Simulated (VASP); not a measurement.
K2SiB2: single point with PBE

Crystal: K2SiB2.

```xyz
5
Lattice="3.0562 -5.7431 0.0000 3.0562 5.7431 0.0000 0.0000 0.0000 3.1824" Properties=species:S:1:pos:R:3 pbc="T T T"
K     3.0562    2.8159    0.0000
K     3.0562   -2.8159    0.0000
Si    0.0000    0.0000    1.5912
B     3.0562    0.0000    0.0000
B     3.0562    0.0000    1.5912
```

The cell was built from a structure type or drawn by symmetry, and may not be a known phase.

```
Program                : VASP 6.6.1
Task                   : single point
Functional             : PBE
Potentials or basis    : VASP PAW PBE potentials, release 64 (K_sv, Si, B)
Cutoff                 : 520 eV
k mesh                 : 8 × 8 × 12
Occupations            : gaussian, width 0.1 eV
Spin                   : no spin polarisation
Dipole correction      : no
Further INCAR settings : ALGO = Normal; EDIFF = 1e-06; NBANDS = 22
```

```yaml
Pressure: 0.1 GPa
Largest_force: 0.005 eV/Å
Band_gap_on_the_k_mesh: zero (bands 14 and 15 overlap by 0.83 eV)
```

Forces on the atoms (eV/Å):
```
K    0.000  0.005  0.000
K    0.000 -0.005  0.000
Si   0.000  0.000  0.000
B    0.000  0.000  0.000
B    0.000  0.000  0.000
```

Levels at points of the mesh, in eV from the Fermi level:
```tsv
k point	band 10	band 11	band 12	band 13	band 14	band 15	band 16	band 17	band 18	band 19
(0.00, 0.00, 0.00)	-6.63	-3.52	-3.11	-2.46	-0.87	0.09	2.76	2.80	3.22	3.70
(0.50, 0.00, 0.00)	-7.49	-3.11	-2.60	-1.47	-1.33	0.02	1.69	2.39	3.73	4.24
(0.50, 0.50, 0.00)	-6.78	-3.40	-3.39	-3.12	-0.49	1.68	1.81	2.79	3.15	3.31
(0.00, 0.00, 0.50)	-6.86	-4.75	-1.74	-0.77	-0.62	0.52	0.93	0.98	1.82	3.20
(0.50, 0.00, 0.50)	-6.78	-5.37	-2.31	-0.01	0.27	0.83	1.53	1.92	2.24	2.73
(0.50, 0.50, 0.50)	-6.78	-4.68	-1.76	-0.97	-0.13	0.40	0.83	0.94	1.83	3.25
```

It took 2.2 min on 1 thread of Intel(R) Xeon(R) 6975P-C (Granite Rapids), on a shared host, peak memory 0.46 GiB.
